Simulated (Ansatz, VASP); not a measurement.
**Na: VASP beside Ansatz**

```xyz
2
Lattice="0.0000 3.6793 3.6793 3.6793 0.0000 3.6793 3.6793 3.6793 0.0000" Properties=species:S:1:pos:R:3 pbc="T T T"
Na   -0.9198   -0.9198   -0.9198
Na    0.9198    0.9198    0.9198
```

Change from the starting cell: volume scaled by 0.92, LAPW.

Alike in both runs: task single point; functional PBE; k mesh 9 × 9 × 9; occupations fermi-dirac, width 0.05 eV; no spin polarisation.

```csv
,VASP,Ansatz
version,VASP 6.6.1,Ansatz 0.2.0
potentials or method,"VASP PAW PBE potentials, release 64 (Na_pv), cutoff 520 eV","all-electron LAPW, scalar-relativistic"
```

|  | VASP | Ansatz | Ansatz less VASP |
| --- | --- | --- | --- |
| pressure (GPa) | 0.3 | 0.3 | +0.01 |

Ansatz ran all-electron here, and VASP with PAW potentials.
